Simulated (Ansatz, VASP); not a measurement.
# WS2: VASP beside Ansatz

```
W S
1.0
     3.06563   -0.01533   -0.05476
    -0.02655    5.46877   -0.02043
    -0.22092   -0.04757   12.70637
W S
4 8
Cartesian
  -0.0283 1.8293 3.2221
  1.4164 4.5228 3.2018
  1.3922 0.8509 9.4844
  2.8661 3.5201 9.4491
  -0.1830 1.7392 7.9179
  1.3818 4.5732 7.9750
  1.6033 0.8833 1.6003
  3.0326 3.6272 1.4874
  -0.1772 1.7546 11.1714
  1.2607 4.5874 10.9976
  1.4470 0.9119 4.6676
  2.8973 3.6354 4.6124
```

Change from the starting cell: all atoms moved at random, sigma 0.05 Å a component, cell strained at random, sigma 0.01.

Alike in both runs: task single point; functional PBEsol; k mesh 8 × 6 × 2; occupations gaussian, width 0.05 eV; no spin polarisation.

|  | VASP | Ansatz |
| --- | --- | --- |
| version | VASP 6.6.1 | Ansatz 0.2.0 |
| potentials or method | VASP PAW PBE potentials, release 64 (W_sv, S), cutoff 520 eV | scalar-relativistic, plane waves, PAW |
| valence electrons in the cell | 104 | 104 |

```tsv
	VASP	Ansatz	Ansatz less VASP
gap on the k mesh at the Fermi level (eV)	0.93	0.91	-0.016
least direct gap on the mesh (eV)	1.48	1.48	-0.003
pressure (GPa)	6.5	6.4	-0.13
traceless stress, the component that is largest in VASP (GPa)	7.80	7.78	-0.016
rms of the force components (eV/Å)	1.326	1.320	-0.0053
```

VASP's potentials were made for PBE, not for PBEsol. Atom by atom the forces differ by 0.011 eV/Å (rms over components).

Spin-orbit coupling is off throughout.
